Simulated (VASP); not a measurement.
# MnS (F-43m) in VASP: single point with r2SCAN

Aim: the single point of MnS with r2SCAN.

Program: VASP 6.6.1. These are calculated values, not measurements. Logs are shortened: lines on timing, memory, paths and dates and some standing lists are left out, and cuts for length are marked.

### 1 The cell of the first run

It takes space group F-43m (No. 216, cubic). The conventional cell has a = 5.600 Å, b = 5.600 Å, c = 5.600 Å, α = 90.00°, β = 90.00°, γ = 90.00°. Mn (site symmetry -43m) has 4 S at 2.42 Å within 3.2 Å. S (site symmetry -43m) has 4 Mn at 2.42 Å within 3.2 Å.

### 2 Single point, r2SCAN, collinear spin, antiferromagnetic start

POSCAR reads:

```
MnS
1.0
    0.0000000000      5.6000000000      5.6000000000
    2.8000000000      0.0000000000      2.8000000000
    2.8000000000      2.8000000000      0.0000000000
Mn S
2 2
Direct
    0.0000000000      0.0000000000      0.0000000000
    0.5000000000      0.0000000000      0.0000000000
    0.1250000000      0.2500000000      0.2500000000
    0.6250000000      0.2500000000      0.2500000000
```

INCAR.step1 reads:

```
SYSTEM = MnS
PREC     = Accurate       ! precision mode
ENCUT    = 520            ! plane-wave cutoff, eV
ISMEAR   = -1             ! smearing method
SIGMA    = 0.05           ! smearing width, eV
LREAL    = .False.        ! projectors in reciprocal space
LASPH    = .True.         ! aspherical terms in the spheres
NELM     = 150            ! most SCF steps
ISPIN    = 2              ! spin polarisation
MAGMOM   = 4.5 -4.5 0 0   ! initial moments
LMAXMIX  = 4              ! l up to which the mixer works
NBANDS   = 31             ! bands
GGA      = PE             ! functional
ALGO     = Normal         ! electronic algorithm
EDIFF    = 1E-4           ! SCF threshold, eV
LWAVE    = .True.         ! write WAVECAR
LCHARG   = .False.        ! write CHGCAR
```

INCAR.step2 reads:

```
SYSTEM = MnS
PREC     = Accurate       ! precision mode
ENCUT    = 520            ! plane-wave cutoff, eV
EDIFF    = 1E-6           ! SCF threshold, eV
ISMEAR   = -1             ! smearing method
SIGMA    = 0.05           ! smearing width, eV
LREAL    = .False.        ! projectors in reciprocal space
LASPH    = .True.         ! aspherical terms in the spheres
NELM     = 150            ! most SCF steps
ALGO     = Normal         ! electronic algorithm
ISIF     = 2              ! what is computed and relaxed
LWAVE    = .False.        ! write WAVECAR
LCHARG   = .False.        ! write CHGCAR
ISPIN    = 2              ! spin polarisation
MAGMOM   = 4.5 -4.5 0 0   ! initial moments
LORBIT   = 11             ! projections on sites
LMAXMIX  = 4              ! l up to which the mixer works
METAGGA  = R2SCAN         ! meta-GGA
LMIXTAU  = .True.       
NBANDS   = 31             ! bands
ISTART   = 1
```

KPOINTS reads:

```
regular mesh
0
Gamma
  4 8 8
  0 0 0
```

Potentials or basis: VASP PAW PBE potentials, release 64 (Mn_pv, S).

Started as:

```bash
$ cat potpaw_PBE.64/Mn_pv/POTCAR potpaw_PBE.64/S/POTCAR > POTCAR
$ cp INCAR.step1 INCAR
$ mpirun -np 1 vasp_std > vasp.out
$ cp INCAR.step2 INCAR
$ mpirun -np 1 vasp_std > vasp.out
```

OUTCAR:

```text
SYSTEM = MnS
   PREC = Accurate
   ENCUT = 520
   EDIFF = 1E-6
   ISMEAR = -1
   LREAL = .False.
   LASPH = .True.
   NELM = 150
   ISIF = 2
   ISPIN = 2
   LORBIT = 11
   METAGGA = R2SCAN
   ISTART = 1

 ion  position               nearest neighbor table
   1  0.000  0.000  0.000-   3 2.42   4 2.42   3 2.42   3 2.42
   2  0.500  0.000  0.000-   3 2.42   4 2.42   4 2.42   4 2.42
   3  0.125  0.250  0.250-   1 2.42   1 2.42   1 2.42   2 2.42
   4  0.625  0.250  0.250-   2 2.42   2 2.42   1 2.42   2 2.42

  LATTYP: Found a trigonal (rhomboedric) cell.
 ALAT       =     6.8585712798
 COS(alpha) =     0.8333333333

  Lattice vectors:

 A1 = (   2.8000000000,  -2.8000000000,  -5.6000000000)
 A2 = (   5.6000000000,  -2.8000000000,  -2.8000000000)
 A3 = (   2.8000000000,  -5.6000000000,  -2.8000000000)

Analysis of symmetry for initial positions (statically):
=====================================================================
 Subroutine PRICEL returns following result:

  LATTYP: Found a face centered cubic cell.
 ALAT       =     5.6000000000
[... 12 lines left out ...]
 Subroutine GETGRP returns: Found  6 space group operations
 (whereof  6 operations were pure point group operations)
 out of a pool of 12 trial point group operations.

The static configuration has the point symmetry C_3v.

Analysis of symmetry for dynamics (positions and initial velocities):
=====================================================================
 Subroutine PRICEL returns following result:

  LATTYP: Found a face centered cubic cell.
 ALAT       =     5.6000000000
[... 12 lines left out ...]
 Subroutine GETGRP returns: Found  6 space group operations
 (whereof  6 operations were pure point group operations)
 out of a pool of 12 trial point group operations.

The dynamic configuration has the point symmetry C_3v.

Analysis of structural, dynamic, and magnetic symmetry:
=====================================================================
 Subroutine PRICEL returns following result:

  LATTYP: Found a face centered cubic cell.
 ALAT       =     5.6000000000
[... 12 lines left out ...]
 Subroutine GETGRP returns: Found  6 space group operations
 (whereof  6 operations were pure point group operations)
 out of a pool of 12 trial point group operations.

The overall configuration has the point symmetry C_3v.

 Subroutine INISYM returns: Found  6 space group operations
 (whereof  6 operations are pure point group operations),
 and found     2 'primitive' translations

----------------------------------------------------------------------------------------

                                     Primitive cell

  volume of cell :      43.9040

  direct lattice vectors                    reciprocal lattice vectors
     0.000000000  2.800000000  2.800000000    -0.178571429  0.178571429  0.178571429
     2.800000000  0.000000000  2.800000000     0.178571429 -0.178571429  0.178571429
     2.800000000  2.800000000  0.000000000     0.178571429  0.178571429 -0.178571429

  length of vectors
     3.959797975  3.959797975  3.959797975     0.309294787  0.309294787  0.309294787

  position of ions in fractional coordinates (direct lattice)
     0.000000000  0.000000000  0.000000000
     0.250000000  0.250000000  0.250000000

  ion indices of the primitive-cell ions
   primitive index   ion index
                 1           1
                 2           3

----------------------------------------------------------------------------------------

 KPOINTS: regular mesh

Automatic generation of k-mesh.
 Grid dimensions read from file:
 generate k-points for:    4    8    8

 Generating k-lattice:

  Cartesian coordinates                     Fractional coordinates (reciprocal lattice)
    -0.022321429  0.022321429  0.022321429     0.250000000  0.000000000  0.000000000
     0.022321429 -0.022321429  0.022321429     0.000000000  0.125000000  0.000000000
     0.022321429  0.022321429 -0.022321429     0.000000000  0.000000000  0.125000000

  Length of vectors
     0.038661848  0.038661848  0.038661848

  Shift w.r.t. Gamma in fractional coordinates (k-lattice)
     0.000000000  0.000000000  0.000000000

 -----------------------------------------------------------------------------
[... 27 lines left out ...]
  0.500000  0.000000  0.000000      1.000000
  0.000000  0.125000  0.000000      6.000000
  0.250000  0.125000  0.000000      6.000000
  0.500000  0.125000  0.000000      6.000000
[... 16 lines left out ...]
  0.250000  0.375000  0.125000     12.000000
  0.500000  0.375000  0.125000     12.000000
 [... further k-points ...]
   k-points           NKPTS =     35   k-points in BZ     NKDIM =     35   number of bands    NBANDS=     31
   number of dos      NEDOS =    301   number of ions     NIONS =      4
   total plane-waves  NPLWV =  54000
   dimension x,y,z NGX =    60 NGY =   30 NGZ =   30
   dimension x,y,z NGXF=   120 NGYF=   60 NGZF=   60
   ions per type =               2   2
   NGX,Y,Z   is equivalent  to a cutoff of  12.60, 12.60, 12.60 a.u.
   NGXF,Y,Z  is equivalent  to a cutoff of  25.19, 25.19, 25.19 a.u.
 SYSTEM =  MnS
   PREC   = accura    normal or accurate (medium, high low for compatibility)
   ISTART =      1    job   : 0-new  1-cont  2-samecut
   ICHARG =      0    charge: 1-file 2-atom 10-const
   ISPIN  =      2    spin polarized calculation?
   LNONCOLLINEAR =      F non collinear calculations
   LSORBIT =      F    spin-orbit coupling
   LASPH  =      T    aspherical Exc in radial PAW
   ENCUT  =  520.0 eV  38.22 Ry    6.18 a.u.  14.73  7.36  7.36*2*pi/ulx,y,z
   NELM   =    150;   NELMIN=  2; NELMDL=  0     # of ELM steps
   EDIFF  = 0.1E-05   stopping-criterion for ELM
   LREAL  =      F    real-space projection
   EDIFFG = 0.1E-04   stopping-criterion for IOM
   NSW    =      0    number of steps for IOM
   IBRION =     -1    ionic relax: 0-MD 1-quasi-New 2-CG
   NFREE  =      0    steps in history (QN), initial steepest desc. (CG)
   ISIF   =      2    stress and relaxation
   ISYM   =      2    0-nonsym 1-usesym 2-fastsym
   POTIM  = 0.5000    time-step for ionic-motion
   TEBEG  =    0.0;   TEEND  =   0.0 temperature during run
   PSTRESS=    0.0 pullay stress
   NELECT =      38.0000    total number of electrons
   NUPDOWN=      -1.0000    fix difference up-down
   EMIN   =  10.00;   EMAX   =-10.00  energy-range for DOS
   EFERMI =   0.00;   METHOD = LEGACY
   ISMEAR =    -1;   SIGMA  =   0.05  broadening in eV -4-tet -1-fermi 0-gaus
   EFERMI_NEDOS =   21; number of points for ismear=-14 and -15
   IALGO  =     38    algorithm
   IMIX   =      4    mixing-type and parameters
     AMIX     =   0.40;   BMIX     =  1.00
     AMIX_MAG =   1.60;   BMIX_MAG =  1.00
  volume/ion in A,a.u.               =      21.95       148.14
  Fermi-wavevector in a.u.,A,eV,Ry     =   1.238297  2.340041 20.862879  1.533378
  Thomas-Fermi vector in A             =   2.372828
   LORBIT       =     11    0 simple, 1 ext, 2 COOP (PROOUT), +10 PAW based schemes
   METAGGA = R2SCAN    functional components
   LHFCALC =     F    Hartree Fock is set to
   AEXX    =    0.0000 exact exchange contribution
   IVDW    =     0    specifies the selected vdW correction
   LEPSILON=     F    determine dielectric tensor
   LRPA    =     F    only Hartree local field effects (RPA)
 spin polarized calculation
  energy-cutoff  :      520.00
  volume of cell :       87.81
 maximum number of plane-waves:      2413
 NGX is ok and might be reduce to    60
   NGX = 29   NGY = 15   NGZ = 15

 number of electron      37.9999974 magnetization       0.0000000

 number of electron      37.9999974 magnetization      -0.0000000

 Free energy of the ion-electron system (eV)
  ---------------------------------------------------
  ext. energy  EPLUGINS =         0.00000000
  ---------------------------------------------------
  free energy    TOTEN  =       -50.04123381 eV

  energy without entropy =      -50.04123380  energy(sigma->0) =      -50.04123381

 E-fermi :   4.6094     XC(G=0):  -9.8828

 val. band max:        3.7742046950   @ k =   0.0000   0.0000   0.0000
 cond. band min:       5.4956780696   @ k =   0.2500  -0.3750   0.2500
 fundamental gap:      1.7214733746
 Fermi energy:         4.6093620933

 spin component 1

 k-point     1 :       0.0000    0.0000    0.0000
  band No.  band energies     occupation
      1     -48.6651      1.00000
      2     -48.6650      1.00000
      3     -48.6406      1.00000
      4     -42.6158      1.00000
      5     -42.5944      1.00000
      6     -42.5943      1.00000
[... 805 lines left out ...]
     30      11.8238      0.00000
     31      12.8347      0.00000

 [... further k-points ...]

 spin component 2

 k-point     1 :       0.0000    0.0000    0.0000
  band No.  band energies     occupation
      1     -48.6651      1.00000
      2     -48.6650      1.00000
      3     -48.6406      1.00000
      4     -42.6158      1.00000
      5     -42.5944      1.00000
      6     -42.5943      1.00000
[... 805 lines left out ...]
     30      11.8238      0.00000
     31      12.8347      0.00000

 [... further k-points ...]

------------------------ aborting loop because EDIFF is reached ----------------------------------------

  FORCE on cell =-STRESS in cart. coord.  units (eV):
  Direction    XX          YY          ZZ          XY          YZ          ZX
  --------------------------------------------------------------------------------------
  -------------------------------------------------------------------------------------
  Total       -0.4923365     -0.4923365     -0.4923365      0.5645613     -0.5645613      0.5645613
  in kB       -8.9833552     -8.9833552     -8.9833552     10.3011947    -10.3011947     10.3011947
  external PRESSURE =      -8.9833552 kB  Pullay stress =       0.0000000 kB

 VOLUME and BASIS-vectors are now :
 -----------------------------------------------------------------------------
  energy-cutoff  :      520.00
  volume of cell :       87.81
      direct lattice vectors                 reciprocal lattice vectors
     0.000000000  5.600000000  5.600000000    -0.089285714  0.089285714  0.089285714
     2.800000000  0.000000000  2.800000000     0.178571429 -0.178571429  0.178571429
     2.800000000  2.800000000  0.000000000     0.178571429  0.178571429 -0.178571429

 POSITION                                       TOTAL-FORCE (eV/Angst)
 -----------------------------------------------------------------------------------
      0.00000      0.00000      0.00000         0.135169     -0.135169     -0.135169
      0.00000      2.80000      2.80000         0.135169     -0.135169     -0.135169
      1.40000      1.40000      1.40000        -0.135169      0.135169      0.135169
      1.40000      4.20000      4.20000        -0.135169      0.135169      0.135169
 -----------------------------------------------------------------------------------
    total drift:                                0.009753     -0.009757     -0.009757

  FREE ENERGIE OF THE ION-ELECTRON SYSTEM (eV)
  ---------------------------------------------------
  free  energy   TOTEN  =       -50.0412338088 eV

  energy  without entropy=      -50.0412338020  energy(sigma->0) =      -50.04123381

 total charge

# of ion       s       p       d       tot
------------------------------------------
    1        0.268   6.205   4.899  11.372
    2        0.268   6.205   4.899  11.372
    3        1.301   2.485   0.000   3.786
    4        1.301   2.485   0.000   3.786
--------------------------------------------------
tot          3.139  17.379   9.797  30.315

 magnetization (x)

# of ion       s       p       d       tot
------------------------------------------
    1        0.033   0.050   4.266   4.348
    2       -0.033  -0.050  -4.266  -4.348
    3        0.006   0.029   0.000   0.035
    4       -0.006  -0.029   0.000  -0.035
--------------------------------------------------
tot          0.000   0.000   0.000   0.000
```

Run time: 7.7 min. Hardware: 1 thread of Intel Xeon Platinum 8559C (Emerald Rapids), shared host; peak memory 0.36 GiB.

What came out:

| Quantity | Value |
| --- | --- |
| Free energy | -50.0412 eV |
| Pressure | -0.9 GPa |
| Band gap on the k mesh | 1.72 eV |
| Net moment | 0.00 μB per cell |
| Site moments | Mn +4.35, -4.35; S +0.04, -0.04 μB |
| Valence electrons inside the program's atomic spheres | Mn 11.37; S 3.79 |

Caveat: the antiferromagnetic order is the one typed at the start, and another may lie lower; the PAW data sets were made with another functional, which shifts forces and pressure a little. A k mesh can miss the band edges.
